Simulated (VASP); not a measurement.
# Mg2BeS3 (P6/mmm) in VASP: further runs

The runs below take Mg2BeS3 through single point, relaxation of cell and atoms, with PBE.

All numbers are computed with VASP 6.6.1; they aren't measurements. Logs are shortened: lines on timing, memory, paths and dates and some standing lists are left out, and cuts for length are marked.

## (1) The cell of the first run

Symmetry: P6/mmm, No. 191, hexagonal system. The conventional cell has a = 4.978 Å, b = 4.978 Å, c = 8.346 Å, α = 90.00°, β = 90.00°, γ = 120.00°. Within 3.8 Å of Mg (site symmetry -6m2) lie 9 S at 2.87 to 3.69 Å and 3 Mg at 2.87 Å. Within 2.5 Å of Be (site symmetry 6/mmm) lie 2 S at 1.86 Å. Within 2.5 Å of S (site symmetry 6mm) lie 1 Be at 1.86 Å and 1 S at 2.31 Å. S (site symmetry 6/mmm) has 2 S at 2.31 Å and 6 Mg at 2.87 Å within 3.1 Å.

The cell was generated, and may not be a known phase.

## (2) Single point, PBE

The input, INCAR:

```
SYSTEM = Mg2BeS3
PREC = Accurate ; ENCUT = 600
EDIFF = 1E-6 ; ISMEAR = 0
SIGMA = 0.1 ; LREAL = .FALSE.
LASPH = .TRUE. ; NELM = 120
ALGO = Normal ; ISIF = 2
LWAVE = .FALSE. ; LCHARG = .FALSE.
GGA = PE ; NBANDS = 21
GGA_COMPAT = .FALSE.
```

The input, KPOINTS:

```
regular mesh
0
G
  12 12 6
  0 0 0
```

The input, POSCAR:

```
Mg2BeS3
1.0
    4.9776303865      0.0000000000      0.0000000000
   -2.4888151932      4.3107543654      0.0000000000
    0.0000000000      0.0000000000      8.3458011507
Mg Be S
2 1 3
Direct
    0.3333333333      0.6666666667      0.5000000000
    0.6666666667      0.3333333333      0.5000000000
    0.0000000000      0.0000000000      0.0000000000
    0.0000000000      0.0000000000      0.2233969252
    0.0000000000      0.0000000000      0.7766030748
    0.0000000000      0.0000000000      0.5000000000
```

Potentials or basis: VASP PAW PBE potentials, release 64 (Mg, Be, S).

Command:

```bash
> cat potpaw_PBE.64/Mg/POTCAR potpaw_PBE.64/Be/POTCAR potpaw_PBE.64/S/POTCAR > POTCAR
> mpirun -np 1 vasp_std > vasp.out
```

OUTCAR:

```text
SYSTEM = Mg2BeS3
   PREC = Accurate
   ENCUT = 600
   EDIFF = 1E-6
   ISMEAR = 0
   LREAL = .FALSE.
   LASPH = .TRUE.
   NELM = 120
   ISIF = 2
   GGA = PE

 ion  position               nearest neighbor table
   1  0.333  0.667  0.500-   6 2.87   2 2.87   2 2.87   6 2.87   6 2.87   2 2.87
   2  0.667  0.333  0.500-   6 2.87   1 2.87   1 2.87   6 2.87   6 2.87   1 2.87
   3  0.000  0.000  0.000-   4 1.86   5 1.86
   4  0.000  0.000  0.223-   3 1.86   6 2.31
   5  0.000  0.000  0.777-   3 1.86   6 2.31
   6  0.000  0.000  0.500-   4 2.31   5 2.31   1 2.87   2 2.87   2 2.87   1 2.87   2 2.87   1 2.87

  LATTYP: Found a hexagonal cell.
 ALAT       =     4.9776303865
 C/A-ratio  =     1.6766614840

  Lattice vectors:

 A1 = (   4.9776303865,   0.0000000000,   0.0000000000)
 A2 = (  -2.4888151932,   4.3107543654,   0.0000000000)
 A3 = (   0.0000000000,   0.0000000000,   8.3458011507)

Analysis of symmetry for initial positions (statically):
=====================================================================
 Subroutine PRICEL returns:
 Original cell was already a primitive cell.

 Routine SETGRP: Setting up the symmetry group for a
 hexagonal supercell.

 Subroutine GETGRP returns: Found 24 space group operations
 (whereof 24 operations were pure point group operations)
 out of a pool of 24 trial point group operations.

The static configuration has the point symmetry D_6h.

Analysis of symmetry for dynamics (positions and initial velocities):
=====================================================================
 Subroutine PRICEL returns:
 Original cell was already a primitive cell.

 Routine SETGRP: Setting up the symmetry group for a
 hexagonal supercell.

 Subroutine GETGRP returns: Found 24 space group operations
 (whereof 24 operations were pure point group operations)
 out of a pool of 24 trial point group operations.

The dynamic configuration has the point symmetry D_6h.

 Subroutine INISYM returns: Found 24 space group operations
 (whereof 24 operations are pure point group operations),
 and found     1 'primitive' translations

----------------------------------------------------------------------------------------

                                     Primitive cell

  volume of cell :     179.0787

  direct lattice vectors                    reciprocal lattice vectors
     4.977630386  0.000000000  0.000000000     0.200898806  0.115988980  0.000000000
    -2.488815193  4.310754365  0.000000000     0.000000000  0.231977959  0.000000000
[... 99 lines left out ...]
   ISIF   =      2    stress and relaxation
   ISYM   =      2    0-nonsym 1-usesym 2-fastsym
   POTIM  = 0.5000    time-step for ionic-motion
   TEBEG  =    0.0;   TEEND  =   0.0 temperature during run
   PSTRESS=    0.0 pullay stress
   NELECT =      24.0000    total number of electrons
   NUPDOWN=      -1.0000    fix difference up-down
   EMIN   =  10.00;   EMAX   =-10.00  energy-range for DOS
   EFERMI =   0.00;   METHOD = LEGACY
   ISMEAR =     0;   SIGMA  =   0.10  broadening in eV -4-tet -1-fermi 0-gaus
   EFERMI_NEDOS =   21; number of points for ismear=-14 and -15
   IALGO  =     38    algorithm
   IMIX   =      4    mixing-type and parameters
     AMIX     =   0.40;   BMIX     =  1.00
     AMIX_MAG =   1.60;   BMIX_MAG =  1.00
  volume/ion in A,a.u.               =      29.85       201.41
  Fermi-wavevector in a.u.,A,eV,Ry     =   0.837781  1.583177  9.549620  0.701877
  Thomas-Fermi vector in A             =   1.951728
   LORBIT       =      0    0 simple, 1 ext, 2 COOP (PROOUT), +10 PAW based schemes
   GGA     = PE    functional components
   LHFCALC =     F    Hartree Fock is set to
   AEXX    =    0.0000 exact exchange contribution
   IVDW    =     0    specifies the selected vdW correction
   LEPSILON=     F    determine dielectric tensor
   LRPA    =     F    only Hartree local field effects (RPA)
 non-spin polarized calculation
 Gauss-broadening in eV      SIGMA  =   0.10
  energy-cutoff  :      600.00
  volume of cell :      179.08
 maximum number of plane-waves:      6024
 NGX is ok and might be reduce to    40
   NGX = 19   NGY = 19   NGZ = 33

 number of electron      23.9999999 magnetization

 Free energy of the ion-electron system (eV)
  ---------------------------------------------------
  ext. energy  EPLUGINS =         0.00000000
  ---------------------------------------------------
  free energy    TOTEN  =       -17.99641562 eV

  energy without entropy =      -17.99148729  energy(sigma->0) =      -17.99395145

 E-fermi :   1.2943     XC(G=0):  -7.0361

 val. band max:        1.1701180803   @ k =   0.3333   0.2500   0.5000
 cond. band min:       1.3558782255   @ k =   0.2500   0.2500   0.0000
 fundamental gap:      0.1857601451
 Fermi energy:         1.2942813627

 k-point     1 :       0.0000    0.0000    0.0000
  band No.  band energies     occupation
      1     -14.0887      2.00000
      2     -11.6471      2.00000
      3     -10.3425      2.00000
      4      -5.3312      2.00000
      5      -3.7077      2.00000
      6      -3.7077      2.00000
[... 565 lines left out ...]
     20       6.2043      0.00000
     21       7.1772      0.00000

 [... further k-points ...]

------------------------ aborting loop because EDIFF is reached ----------------------------------------

  FORCE on cell =-STRESS in cart. coord.  units (eV):
  Direction    XX          YY          ZZ          XY          YZ          ZX
  --------------------------------------------------------------------------------------
  -------------------------------------------------------------------------------------
  Total       -0.0549607     -0.0549607     -0.0639625     -0.0000000      0.0000000      0.0000000
  in kB       -0.4917207     -0.4917207     -0.5722584     -0.0000000      0.0000000      0.0000000
  external PRESSURE =      -0.5185666 kB  Pullay stress =       0.0000000 kB

 VOLUME and BASIS-vectors are now :
 -----------------------------------------------------------------------------
  energy-cutoff  :      600.00
  volume of cell :      179.08
      direct lattice vectors                 reciprocal lattice vectors
     4.977630386  0.000000000  0.000000000     0.200898806  0.115988980  0.000000000
    -2.488815193  4.310754365  0.000000000     0.000000000  0.231977959  0.000000000
     0.000000000  0.000000000  8.345801151     0.000000000  0.000000000  0.119820732

 POSITION                                       TOTAL-FORCE (eV/Angst)
 -----------------------------------------------------------------------------------
     -0.00000      2.87384      4.17290         0.000000      0.000000      0.000000
      2.48882      1.43692      4.17290         0.000000     -0.000000     -0.000000
      0.00000      0.00000      0.00000         0.000000      0.000000      0.000000
      0.00000      0.00000      1.86443         0.000000     -0.000000      0.007220
      0.00000      0.00000      6.48137        -0.000000      0.000000     -0.007220
      0.00000      0.00000      4.17290         0.000000      0.000000      0.000000
 -----------------------------------------------------------------------------------
    total drift:                                0.000000     -0.000000      0.000000

  FREE ENERGIE OF THE ION-ELECTRON SYSTEM (eV)
  ---------------------------------------------------
  free  energy   TOTEN  =       -17.9964156160 eV

  energy  without entropy=      -17.9914872927  energy(sigma->0) =      -17.99395145
```

stdout:

```text
POSCAR found type information on POSCAR MgBeS
 POSCAR found :  3 types and       6 ions
 scaLAPACK will be used
 LDA part: xc-table for (Slater+PW92), standard interpolation
 POSCAR, INCAR and KPOINTS ok, starting setup
 FFT: planning ... GRIDC
 FFT: planning ... GRID_SOFT
 FFT: planning ... GRID
 WAVECAR not read
 entering main loop
```

Run time: 10 min. Hardware: 1 thread of Oxide Virtual Turin-like, shared host; peak memory 0.52 GiB.

Results:

```
Free energy            : -17.9964 eV
Pressure               : -0.1 GPa
Largest force          : 0.007 eV/Å
Band gap on the k mesh : zero (bands 12 and 13 overlap by 0.36 eV)
```

Forces on the atoms (eV/Å):
```
Mg   0.000  0.000  0.000
Mg   0.000  0.000  0.000
Be   0.000  0.000  0.000
S    0.000  0.000  0.007
S    0.000  0.000 -0.007
S    0.000  0.000  0.000
```

Caveat: semilocal functionals underestimate gaps, and a narrow one can read as zero.

## (3) Relaxation of cell and atoms, PBE

This run uses another cell than the first one, of 29.66 Å³/atom.

The input, INCAR:

```
PREC = Accurate
ENCUT = 600
EDIFF = 1E-7
ISMEAR = 0
SIGMA = 0.1
LREAL = F
LASPH = T
NELM = 120
ALGO = Normal
ISIF = 3
LWAVE = F
LCHARG = F
GGA = PE
IBRION = 2
NSW = 100
EDIFFG = -0.01
GGA_COMPAT = F
NELMIN = 4
```

The input, KPOINTS:

```
regular mesh
0
Gamma
  12 12 6
```

The input, POSCAR:

```
Mg2BeS3
1.0
    4.9607440499      0.0000000000      0.0000000000
   -2.4803720249      4.2961303689      0.0000000000
    0.0000000000      0.0000000000      8.3515472978
Mg Be S
2 1 3
Direct
    0.3333333333      0.6666666667      0.5000000000
    0.6666666667      0.3333333333      0.5000000000
    0.0000000000      0.0000000000      0.0000000000
    0.0000000000      0.0000000000      0.2230530654
    0.0000000000      0.0000000000      0.7769469346
    0.0000000000      0.0000000000      0.5000000000
```

Potentials or basis: VASP PAW PBE potentials, release 64 (Mg, Be, S).

Command:

```bash
> cat potpaw_PBE.64/Mg/POTCAR potpaw_PBE.64/Be/POTCAR potpaw_PBE.64/S/POTCAR > POTCAR
> mpirun -np 1 vasp_std > vasp.out
```

Wall time 24 min (1 thread of Oxide Virtual Turin-like, shared host); peak memory 0.51 GiB.

The run converged. Its results:

```
Free energy                           : -17.9965 eV
Relaxed volume                        : 29.78 Å³/atom
Relaxed cell                          : a = 4.973 Å, b = 4.973 Å, c = 8.343 Å, α = 90.00°, β = 90.00°, γ = 120.00°
Space group after relaxing (to 0.1 Å) : P6/mmm (No. 191)
Energy gained by relaxing             : 0.2 meV/atom
Ionic steps                           : 6
Pressure after relaxing               : 0.0 GPa
Band gap on the k mesh                : zero (bands 12 and 13 overlap by 0.37 eV)
```

Step by step:
```csv
step,energy change (eV),largest force (eV/Å),pressure (GPa),volume (Å³)
1,0.0000,0.0906,0.04,177.99
2,-0.0008,0.0161,0.08,178.19
3,-0.0008,0.0012,0.07,178.16
4,-0.0009,0.0182,0.01,178.53
5,-0.0009,0.0188,0.00,178.54
6,-0.0009,0.0002,0.00,178.69
```

Final structure:
```
Mg Be S
1.0
     4.97322    0.00000    0.00000
    -2.48661    4.30694    0.00000
     0.00000    0.00000    8.34259
Mg Be S
2 1 3
Direct
  0.33333 0.66667 0.50000
  0.66667 0.33333 0.50000
  0.00000 0.00000 0.00000
  0.00000 0.00000 0.22346
  0.00000 0.00000 0.77654
  0.00000 0.00000 0.50000
```

Levels at points of the mesh, in eV from the Fermi level:
```tsv
k point	band 8	band 9	band 10	band 11	band 12	band 13	band 14	band 15	band 16
(0.00, 0.00, 0.00)	-3.02	-1.89	-1.89	-1.69	-1.69	0.88	0.88	1.21	1.49
(0.50, 0.00, 0.00)	-2.67	-2.28	-2.04	-1.82	-1.43	1.14	1.43	3.04	3.06
(0.00, 0.00, 0.50)	-2.88	-2.38	-2.38	-1.04	-1.04	0.32	0.89	0.89	1.19
(0.50, 0.00, 0.50)	-3.00	-2.54	-1.51	-1.42	-1.14	0.53	1.16	1.84	2.87
```

Caveat: semilocal functionals underestimate gaps, and a narrow one can read as zero.

The gap in the log of VASP goes by the Fermi energy; the results here count the filled bands.